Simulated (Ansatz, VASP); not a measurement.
**One calculation of NaCl, two programs**

```
Na Cl
1.0
     0.00000    2.81671    2.79669
     2.81671    0.00000    2.79669
     2.81671    2.81671    0.00000
Na Cl
1 1
Cartesian
  0.0000 0.0000 0.0000
  2.8167 2.8167 2.7967
```

Change from the starting cell: epitaxial_xy strain +0.5%.

Alike in both runs: task single point; functional PBE; k mesh 8 × 8 × 8; occupations fermi-dirac, width 0.02 eV; no spin polarisation.

```csv
,VASP,Ansatz
version,VASP 6.6.1,Ansatz 0.2.0
potentials or method,"VASP PAW PBE potentials, release 64 (Na_pv, Cl)","plane waves, PAW"
plane-wave cutoff (eV),520,420
valence electrons in the cell,14,16
```

|  | VASP | Ansatz | Ansatz less VASP |
| --- | --- | --- | --- |
| gap on the k mesh at the Fermi level (eV) | 5.15 | 5.15 | 0.000 |
| pressure (GPa) | 1.0 | 1.0 | +0.03 |
| traceless stress, the component that is largest in VASP (GPa) | 0.22 | 0.21 | -0.001 |

VASP's potentials hold 14 valence electrons a cell and Ansatz's 16, so a difference there can come from the potentials and not from the codes.
